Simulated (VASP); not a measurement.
# RbCaH3 (Pm-3m) in VASP: a series of runs

Runs on RbCaH3. Level: LDA. Tasks: single point.

All numbers are computed with VASP 6.6.1; they aren't measurements. Logs are shortened: lines on timing, memory, paths and dates and some standing lists are left out, and cuts for length are marked.

### 1 The cell of the first run

It takes space group Pm-3m (No. 221, cubic). The conventional cell has a = 4.547 Å, b = 4.547 Å, c = 4.547 Å, α = 90.00°, β = 90.00°, γ = 90.00°. Within 4.2 Å of Rb (site symmetry m-3m) lie 12 H at 3.22 Å and 8 Ca at 3.94 Å. Within 3.0 Å of Ca (site symmetry m-3m) lie 6 H at 2.27 Å. Within 3.0 Å of H (site symmetry 4/mmm) lie 2 Ca at 2.27 Å.

### 2 Single point, LDA

The input, INCAR:

```
SYSTEM = RbCaH3
ALGO = Normal ; EDIFF = 1E-6
ENCUT = 520 ; ISIF = 2
ISMEAR = 0 ; LASPH = .TRUE.
LCHARG = .FALSE. ; LREAL = .FALSE.
LWAVE = .FALSE. ; NBANDS = 19
NELM = 60 ; PREC = Accurate
SIGMA = 0.05
```

The input, KPOINTS:

```
k-points
0
G
  6 6 6
  0 0 0
```

The input, POSCAR:

```
RbCaH3
1.0
    4.5470000000      0.0000000000      0.0000000000
    0.0000000000      4.5470000000      0.0000000000
    0.0000000000      0.0000000000      4.5470000000
Rb Ca H
1 1 3
Direct
    0.0000000000      0.0000000000      0.0000000000
    0.5000000000      0.5000000000      0.5000000000
    0.0000000000      0.5000000000      0.5000000000
    0.5000000000      0.0000000000      0.5000000000
    0.5000000000      0.5000000000      0.0000000000
```

Potentials or basis: VASP PAW LDA potentials, release 64 (Rb_sv, Ca_sv, H).

Launch:

```console
$ cat potpaw_LDA.64/Rb_sv/POTCAR potpaw_LDA.64/Ca_sv/POTCAR potpaw_LDA.64/H/POTCAR > POTCAR
$ mpirun -np 1 vasp_std > vasp.out
```

OUTCAR:

```text
SYSTEM = RbCaH3
   EDIFF = 1E-6
   ENCUT = 520
   ISIF = 2
   ISMEAR = 0
   LASPH = .TRUE.
   LREAL = .FALSE.
   NELM = 60
   PREC = Accurate

 ion  position               nearest neighbor table
   1  0.000  0.000  0.000-   3 3.22   4 3.22   5 3.22   3 3.22   4 3.22   3 3.22   5 3.22   3 3.22
                             4 3.22   5 3.22   4 3.22   5 3.22   2 3.94   2 3.94   2 3.94   2 3.94
   2  0.500  0.500  0.500-   1 3.94   1 3.94   1 3.94   1 3.94   1 3.94   1 3.94   1 3.94   1 3.94

   3  0.000  0.500  0.500-   1 3.22   1 3.22   1 3.22   1 3.22
   4  0.500  0.000  0.500-   1 3.22   1 3.22   1 3.22   1 3.22
   5  0.500  0.500  0.000-   1 3.22   1 3.22   1 3.22   1 3.22

  LATTYP: Found a simple cubic cell.
 ALAT       =     4.5470000000

  Lattice vectors:

 A1 = (   4.5470000000,   0.0000000000,   0.0000000000)
 A2 = (   0.0000000000,   4.5470000000,   0.0000000000)
 A3 = (   0.0000000000,   0.0000000000,   4.5470000000)

Analysis of symmetry for initial positions (statically):
=====================================================================
 Subroutine PRICEL returns:
 Original cell was already a primitive cell.

 Routine SETGRP: Setting up the symmetry group for a
 simple cubic supercell.

 Subroutine GETGRP returns: Found 48 space group operations
 (whereof 48 operations were pure point group operations)
 out of a pool of 48 trial point group operations.

The static configuration has the point symmetry O_h .

Analysis of symmetry for dynamics (positions and initial velocities):
=====================================================================
 Subroutine PRICEL returns:
 Original cell was already a primitive cell.

 Routine SETGRP: Setting up the symmetry group for a
 simple cubic supercell.

 Subroutine GETGRP returns: Found 48 space group operations
 (whereof 48 operations were pure point group operations)
 out of a pool of 48 trial point group operations.

The dynamic configuration has the point symmetry O_h .

 Subroutine INISYM returns: Found 48 space group operations
 (whereof 48 operations are pure point group operations),
 and found     1 'primitive' translations

----------------------------------------------------------------------------------------

                                     Primitive cell

  volume of cell :      94.0102

  direct lattice vectors                    reciprocal lattice vectors
     4.547000000  0.000000000  0.000000000     0.219925225  0.000000000  0.000000000
     0.000000000  4.547000000  0.000000000     0.000000000  0.219925225  0.000000000
     0.000000000  0.000000000  4.547000000     0.000000000  0.000000000  0.219925225

  length of vectors
     4.547000000  4.547000000  4.547000000     0.219925225  0.219925225  0.219925225

  position of ions in fractional coordinates (direct lattice)
     0.000000000  0.000000000  0.000000000
     0.500000000  0.500000000  0.500000000
     0.000000000  0.500000000  0.500000000
     0.500000000  0.000000000  0.500000000
     0.500000000  0.500000000  0.000000000

  ion indices of the primitive-cell ions
   primitive index   ion index
                 1           1
                 2           2
                 3           3
                 4           4
                 5           5

----------------------------------------------------------------------------------------

 KPOINTS: k-points

Automatic generation of k-mesh.
 Grid dimensions read from file:
 generate k-points for:    6    6    6

 Generating k-lattice:

  Cartesian coordinates                     Fractional coordinates (reciprocal lattice)
     0.036654204  0.000000000  0.000000000     0.166666667  0.000000000  0.000000000
     0.000000000  0.036654204  0.000000000     0.000000000  0.166666667  0.000000000
     0.000000000  0.000000000  0.036654204     0.000000000  0.000000000  0.166666667

  Length of vectors
     0.036654204  0.036654204  0.036654204

  Shift w.r.t. Gamma in fractional coordinates (k-lattice)
     0.000000000  0.000000000  0.000000000

 Subroutine IBZKPT returns following result:
 ===========================================

 Found     20 irreducible k-points:

 Following reciprocal coordinates:
            Coordinates               Weight
  0.000000  0.000000  0.000000      1.000000
  0.166667  0.000000  0.000000      6.000000
  0.333333  0.000000  0.000000      6.000000
  0.500000  0.000000  0.000000      3.000000
  0.166667  0.166667  0.000000     12.000000
  0.333333  0.166667  0.000000     24.000000
[... 12 lines left out ...]
  0.500000  0.500000  0.333333      6.000000
  0.500000  0.500000  0.500000      1.000000
   k-points           NKPTS =     20   k-points in BZ     NKDIM =     20   number of bands    NBANDS=     19
   number of dos      NEDOS =    301   number of ions     NIONS =      5
   total plane-waves  NPLWV =  46656
   dimension x,y,z NGX =    36 NGY =   36 NGZ =   36
   dimension x,y,z NGXF=    72 NGYF=   72 NGZF=   72
   ions per type =               1   1   3
   NGX,Y,Z   is equivalent  to a cutoff of  13.16, 13.16, 13.16 a.u.
   NGXF,Y,Z  is equivalent  to a cutoff of  26.32, 26.32, 26.32 a.u.
 SYSTEM =  RbCaH3
   PREC   = accura    normal or accurate (medium, high low for compatibility)
   ISTART =      0    job   : 0-new  1-cont  2-samecut
   ICHARG =      2    charge: 1-file 2-atom 10-const
   ISPIN  =      1    spin polarized calculation?
   LNONCOLLINEAR =      F non collinear calculations
   LSORBIT =      F    spin-orbit coupling
   LASPH  =      T    aspherical Exc in radial PAW
   ENCUT  =  520.0 eV  38.22 Ry    6.18 a.u.   8.45  8.45  8.45*2*pi/ulx,y,z
   NELM   =     60;   NELMIN=  2; NELMDL= -5     # of ELM steps
   EDIFF  = 0.1E-05   stopping-criterion for ELM
   LREAL  =      F    real-space projection
   EDIFFG = 0.1E-04   stopping-criterion for IOM
   NSW    =      0    number of steps for IOM
   IBRION =     -1    ionic relax: 0-MD 1-quasi-New 2-CG
   NFREE  =      0    steps in history (QN), initial steepest desc. (CG)
   ISIF   =      2    stress and relaxation
   ISYM   =      2    0-nonsym 1-usesym 2-fastsym
   POTIM  = 0.5000    time-step for ionic-motion
   TEBEG  =    0.0;   TEEND  =   0.0 temperature during run
   PSTRESS=    0.0 pullay stress
   NELECT =      22.0000    total number of electrons
   NUPDOWN=      -1.0000    fix difference up-down
   EMIN   =  10.00;   EMAX   =-10.00  energy-range for DOS
   EFERMI =   0.00;   METHOD = LEGACY
   ISMEAR =     0;   SIGMA  =   0.05  broadening in eV -4-tet -1-fermi 0-gaus
   EFERMI_NEDOS =   21; number of points for ismear=-14 and -15
   IALGO  =     38    algorithm
   IMIX   =      4    mixing-type and parameters
     AMIX     =   0.40;   BMIX     =  1.00
     AMIX_MAG =   1.60;   BMIX_MAG =  1.00
  volume/ion in A,a.u.               =      18.80       126.88
  Fermi-wavevector in a.u.,A,eV,Ry     =   1.008844  1.906439 13.847556  1.017767
  Thomas-Fermi vector in A             =   2.141736
   LORBIT       =      0    0 simple, 1 ext, 2 COOP (PROOUT), +10 PAW based schemes
   GGA     = CA    functional components
   LHFCALC =     F    Hartree Fock is set to
   AEXX    =    0.0000 exact exchange contribution
   IVDW    =     0    specifies the selected vdW correction
   LEPSILON=     F    determine dielectric tensor
   LRPA    =     F    only Hartree local field effects (RPA)
 non-spin polarized calculation
 Gauss-broadening in eV      SIGMA  =   0.05
  energy-cutoff  :      520.00
  volume of cell :       94.01
 maximum number of plane-waves:      2560
 NGX is ok and might be reduce to    36
   NGX = 17   NGY = 17   NGZ = 17

 number of electron      22.0000000 magnetization

 Free energy of the ion-electron system (eV)
  ---------------------------------------------------
  ext. energy  EPLUGINS =         0.00000000
  ---------------------------------------------------
  free energy    TOTEN  =       -15.81123621 eV

  energy without entropy =      -15.81123621  energy(sigma->0) =      -15.81123621

 E-fermi :  -1.2172     XC(G=0):  -8.2006

 val. band max:       -1.4373100687   @ k =   0.5000   0.5000   0.0000
 cond. band min:       1.4867661532   @ k =   0.5000   0.5000   0.0000
 fundamental gap:      2.9240762219
 Fermi energy:        -1.2172434195

 k-point     1 :       0.0000    0.0000    0.0000
  band No.  band energies     occupation
      1     -39.5581      2.00000
      2     -26.6198      2.00000
      3     -20.8742      2.00000
      4     -20.8742      2.00000
      5     -20.8742      2.00000
      6     -10.7451      2.00000
[... 11 lines left out ...]
     18       5.8403      0.00000
     19       5.8403      0.00000

 k-point     2 :       0.1667    0.0000    0.0000
  band No.  band energies     occupation
      1     -39.5578      2.00000
      2     -26.6183      2.00000
      3     -20.8819      2.00000
      4     -20.8738      2.00000
      5     -20.8738      2.00000
      6     -10.7983      2.00000
[... 11 lines left out ...]
     18       5.4933      0.00000
     19       6.2934      0.00000

 k-point     3 :       0.3333    0.0000    0.0000
  band No.  band energies     occupation
      1     -39.5573      2.00000
      2     -26.6153      2.00000
      3     -20.8972      2.00000
      4     -20.8730      2.00000
      5     -20.8730      2.00000
      6     -10.9007      2.00000
[... 11 lines left out ...]
     18       5.0296      0.00000
     19       6.0262      0.00000

 k-point     4 :       0.5000    0.0000    0.0000
  band No.  band energies     occupation
      1     -39.5571      2.00000
      2     -26.6138      2.00000
      3     -20.9048      2.00000
      4     -20.8725      2.00000
      5     -20.8725      2.00000
      6     -10.9500      2.00000
[... 319 lines left out ...]
     18       7.0428      0.00000
     19       7.0662      0.00000

 k-point    19 :       0.5000    0.5000    0.3333
  band No.  band energies     occupation
      1     -39.5554      2.00000
      2     -26.6029      2.00000
      3     -20.9030      2.00000
      4     -20.9030      2.00000
      5     -20.8946      2.00000
      6     -10.8783      2.00000
[... 11 lines left out ...]
     18       7.2628      0.00000
     19       7.8398      0.00000

 k-point    20 :       0.5000    0.5000    0.5000
  band No.  band energies     occupation
      1     -39.5551      2.00000
      2     -26.6014      2.00000
      3     -20.9024      2.00000
      4     -20.9024      2.00000
      5     -20.9024      2.00000
      6     -10.8718      2.00000
[... 11 lines left out ...]
     18       7.4955      0.00000
     19       8.0555      0.00000

------------------------ aborting loop because EDIFF is reached ----------------------------------------

  FORCE on cell =-STRESS in cart. coord.  units (eV):
  Direction    XX          YY          ZZ          XY          YZ          ZX
  --------------------------------------------------------------------------------------
  -------------------------------------------------------------------------------------
  Total       -1.4006247     -1.4006247     -1.4006247      0.0000000      0.0000000      0.0000000
  in kB      -23.8702797    -23.8702797    -23.8702797      0.0000000      0.0000000      0.0000000
  external PRESSURE =     -23.8702797 kB  Pullay stress =       0.0000000 kB

 VOLUME and BASIS-vectors are now :
 -----------------------------------------------------------------------------
  energy-cutoff  :      520.00
  volume of cell :       94.01
      direct lattice vectors                 reciprocal lattice vectors
     4.547000000  0.000000000  0.000000000     0.219925225  0.000000000  0.000000000
     0.000000000  4.547000000  0.000000000     0.000000000  0.219925225  0.000000000
     0.000000000  0.000000000  4.547000000     0.000000000  0.000000000  0.219925225

 POSITION                                       TOTAL-FORCE (eV/Angst)
 -----------------------------------------------------------------------------------
      0.00000      0.00000      0.00000         0.000000      0.000000      0.000000
      2.27350      2.27350      2.27350         0.000000      0.000000      0.000000
      0.00000      2.27350      2.27350         0.000000      0.000000      0.000000
      2.27350      0.00000      2.27350         0.000000      0.000000      0.000000
      2.27350      2.27350      0.00000         0.000000      0.000000      0.000000
 -----------------------------------------------------------------------------------
    total drift:                                0.000000      0.000000      0.000000

  FREE ENERGIE OF THE ION-ELECTRON SYSTEM (eV)
  ---------------------------------------------------
  free  energy   TOTEN  =       -15.8112362133 eV

  energy  without entropy=      -15.8112362133  energy(sigma->0) =      -15.81123621
```

Wall time 37 s (1 thread of AMD EPYC 7R13, shared host); peak memory 0.16 GiB.

What came out:

- Free energy: -15.8112 eV
- Pressure: -2.4 GPa
- Band gap on the k mesh: 2.92 eV

A k mesh can miss the band edges. LDA gaps usually lie below the measured ones, often by a third to a half.

### 3 Single point, LDA

The input, INCAR:

```
SYSTEM = RbCaH3
PREC = Accurate
ENCUT = 520
EDIFF = 1E-7
ISMEAR = 0
SIGMA = 0.05
LREAL = .False.
LASPH = .True.
NELM = 80
ALGO = Normal
ISIF = 2
LWAVE = .False.
LCHARG = .False.
GGA = CA
NBANDS = 19
```

The input, KPOINTS:

```
Automatic mesh
0
Gamma
  6 6 6
  0 0 0
```

POSCAR is that of step 2.

Potentials or basis: VASP PAW LDA potentials, release 64 (Rb_sv, Ca_sv, H).

Launch:

```console
$ cat potpaw_LDA.64/Rb_sv/POTCAR potpaw_LDA.64/Ca_sv/POTCAR potpaw_LDA.64/H/POTCAR > POTCAR
$ mpirun -np 1 vasp_std > vasp.out
```

OUTCAR:

```text
SYSTEM = RbCaH3
   PREC = Accurate
   ENCUT = 520
   EDIFF = 1E-7
   ISMEAR = 0
   LREAL = .False.
   LASPH = .True.
   NELM = 80
   ISIF = 2
   GGA = CA

 ion  position               nearest neighbor table
   1  0.000  0.000  0.000-   3 3.22   4 3.22   5 3.22   3 3.22   4 3.22   3 3.22   5 3.22   3 3.22
                             4 3.22   5 3.22   4 3.22   5 3.22   2 3.94   2 3.94   2 3.94   2 3.94
   2  0.500  0.500  0.500-   1 3.94   1 3.94   1 3.94   1 3.94   1 3.94   1 3.94   1 3.94   1 3.94

   3  0.000  0.500  0.500-   1 3.22   1 3.22   1 3.22   1 3.22
   4  0.500  0.000  0.500-   1 3.22   1 3.22   1 3.22   1 3.22
   5  0.500  0.500  0.000-   1 3.22   1 3.22   1 3.22   1 3.22

  LATTYP: Found a simple cubic cell.
 ALAT       =     4.5470000000

  Lattice vectors:

 A1 = (   4.5470000000,   0.0000000000,   0.0000000000)
 A2 = (   0.0000000000,   4.5470000000,   0.0000000000)
 A3 = (   0.0000000000,   0.0000000000,   4.5470000000)

Analysis of symmetry for initial positions (statically):
=====================================================================
 Subroutine PRICEL returns:
 Original cell was already a primitive cell.

 Routine SETGRP: Setting up the symmetry group for a
 simple cubic supercell.

 Subroutine GETGRP returns: Found 48 space group operations
 (whereof 48 operations were pure point group operations)
 out of a pool of 48 trial point group operations.

The static configuration has the point symmetry O_h .

Analysis of symmetry for dynamics (positions and initial velocities):
=====================================================================
 Subroutine PRICEL returns:
 Original cell was already a primitive cell.

 Routine SETGRP: Setting up the symmetry group for a
 simple cubic supercell.

 Subroutine GETGRP returns: Found 48 space group operations
 (whereof 48 operations were pure point group operations)
 out of a pool of 48 trial point group operations.

The dynamic configuration has the point symmetry O_h .

[... 121 lines left out ...]
  Fermi-wavevector in a.u.,A,eV,Ry     =   1.008844  1.906439 13.847556  1.017767
  Thomas-Fermi vector in A             =   2.141736
   LORBIT       =      0    0 simple, 1 ext, 2 COOP (PROOUT), +10 PAW based schemes
   GGA     = CA    functional components
   LHFCALC =     F    Hartree Fock is set to
   AEXX    =    0.0000 exact exchange contribution
   IVDW    =     0    specifies the selected vdW correction
   LEPSILON=     F    determine dielectric tensor
   LRPA    =     F    only Hartree local field effects (RPA)
 non-spin polarized calculation
 Gauss-broadening in eV      SIGMA  =   0.05
  energy-cutoff  :      520.00
  volume of cell :       94.01
 maximum number of plane-waves:      2560
 NGX is ok and might be reduce to    36
   NGX = 17   NGY = 17   NGZ = 17

 number of electron      22.0000000 magnetization

 Free energy of the ion-electron system (eV)
  ---------------------------------------------------
  ext. energy  EPLUGINS =         0.00000000
  ---------------------------------------------------
  free energy    TOTEN  =       -15.81123617 eV

  energy without entropy =      -15.81123617  energy(sigma->0) =      -15.81123617

 E-fermi :  -1.2184     XC(G=0):  -8.2005

 val. band max:       -1.4371642869   @ k =   0.5000   0.5000   0.0000
 cond. band min:       1.4867430825   @ k =   0.5000   0.5000   0.0000
 fundamental gap:      2.9239073694
 Fermi energy:        -1.2183708672

 k-point     1 :       0.0000    0.0000    0.0000
  band No.  band energies     occupation
      1     -39.5587      2.00000
      2     -26.6200      2.00000
      3     -20.8748      2.00000
      4     -20.8748      2.00000
      5     -20.8748      2.00000
      6     -10.7453      2.00000
[... 417 lines left out ...]
      6     -10.8720      2.00000
[... 11 lines left out ...]
     18       7.4954      0.00000
     19       8.0543      0.00000

------------------------ aborting loop because EDIFF is reached ----------------------------------------

  FORCE on cell =-STRESS in cart. coord.  units (eV):
  Direction    XX          YY          ZZ          XY          YZ          ZX
  --------------------------------------------------------------------------------------
  -------------------------------------------------------------------------------------
  Total       -1.3952072     -1.3952072     -1.3952072      0.0000000      0.0000000     -0.0000000
  in kB      -23.7779519    -23.7779519    -23.7779519      0.0000000      0.0000000     -0.0000000
  external PRESSURE =     -23.7779519 kB  Pullay stress =       0.0000000 kB

 VOLUME and BASIS-vectors are now :
 -----------------------------------------------------------------------------
  energy-cutoff  :      520.00
  volume of cell :       94.01
      direct lattice vectors                 reciprocal lattice vectors
     4.547000000  0.000000000  0.000000000     0.219925225  0.000000000  0.000000000
     0.000000000  4.547000000  0.000000000     0.000000000  0.219925225  0.000000000
     0.000000000  0.000000000  4.547000000     0.000000000  0.000000000  0.219925225

 POSITION                                       TOTAL-FORCE (eV/Angst)
 -----------------------------------------------------------------------------------
      0.00000      0.00000      0.00000         0.000000      0.000000      0.000000
      2.27350      2.27350      2.27350         0.000000      0.000000      0.000000
      0.00000      2.27350      2.27350         0.000000      0.000000      0.000000
      2.27350      0.00000      2.27350         0.000000      0.000000      0.000000
      2.27350      2.27350      0.00000         0.000000      0.000000      0.000000
 -----------------------------------------------------------------------------------
    total drift:                                0.000000      0.000000      0.000000

  FREE ENERGIE OF THE ION-ELECTRON SYSTEM (eV)
  ---------------------------------------------------
  free  energy   TOTEN  =       -15.8112361673 eV

  energy  without entropy=      -15.8112361673  energy(sigma->0) =      -15.81123617
```

Run time: 42 s. Hardware: 1 thread of AMD EPYC 7R13, shared host; peak memory 0.16 GiB.

Results:

| Item | Value |
| --- | --- |
| Free energy | -15.8112 eV |
| Pressure | -2.4 GPa |
| Band gap on the k mesh | 2.92 eV |

A k mesh can miss the band edges.
